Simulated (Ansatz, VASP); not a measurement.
# Two plane-wave programs on WC

File INCAR:

```
PREC = Accurate
ENCUT = 600
EDIFF = 1E-6
ISMEAR = 1
SIGMA = 0.05
LREAL = F
LASPH = T
NELM = 120
ALGO = Normal
ISIF = 2
LWAVE = F
LCHARG = F
GGA = PS
IVDW = 13
NBANDS = 16
GGA_COMPAT = F
```

File KPOINTS:

```
Automatic mesh
0
Gamma
  4 4 4
```

Contents of POSCAR:

```
WC
1.0
    0.0000000000      2.1926840000      2.1926840000
    2.1926840000      0.0000000000      2.1926840000
    2.1926840000      2.1926840000      0.0000000000
W C
1 1
Direct
    0.0000000000      0.0000000000      0.0000000000
    0.5000000000      0.5000000000      0.5000000000
```

Input for Ansatz:

```yaml
crystal:
  lattice:
    - [0.0, 2.192684, 2.192684]
    - [2.192684, 0.0, 2.192684]
    - [2.192684, 2.192684, 0.0]
  atoms:
    - { symbol: W, position: [0.0, 0.0, 0.0] }
    - { symbol: C, position: [0.5, 0.5, 0.5] }
kpoints:
  mp_grid:
    grid: [4, 4, 4]
hamiltonian:
  xc: pbesol
  dispersion: d4
scf:
  occupations:
    method: cold
    width: 0.05
output:
  forces: true
  stress: true
```

Alike in both runs: task single point; functional PBEsol; dispersion D4; k mesh 4 × 4 × 4; no spin polarisation.

|  | VASP | Ansatz |
| --- | --- | --- |
| version | VASP 6.6.1 | Ansatz 0.2.0 |
| potentials or method | VASP PAW PBE potentials, release 64 (W_sv, C) | plane waves, PAW |
| plane-wave cutoff (eV) | 600 | 420 |
| occupations | methfessel-paxton of order 1, width 0.05 eV | cold, width 0.05 eV |
| valence electrons in the cell | 18 | 18 |

Ansatz gave:

| Item | Value |
| --- | --- |
| pressure (GPa) | -15.3 |

**Question.** Which values does VASP return?

**Answer.** Pressure (GPa): -14.4.

VASP's potentials were made for PBE, not for PBEsol.

The k mesh is coarse, so the values compare programs but aren't converged. Spin-orbit coupling is off throughout.
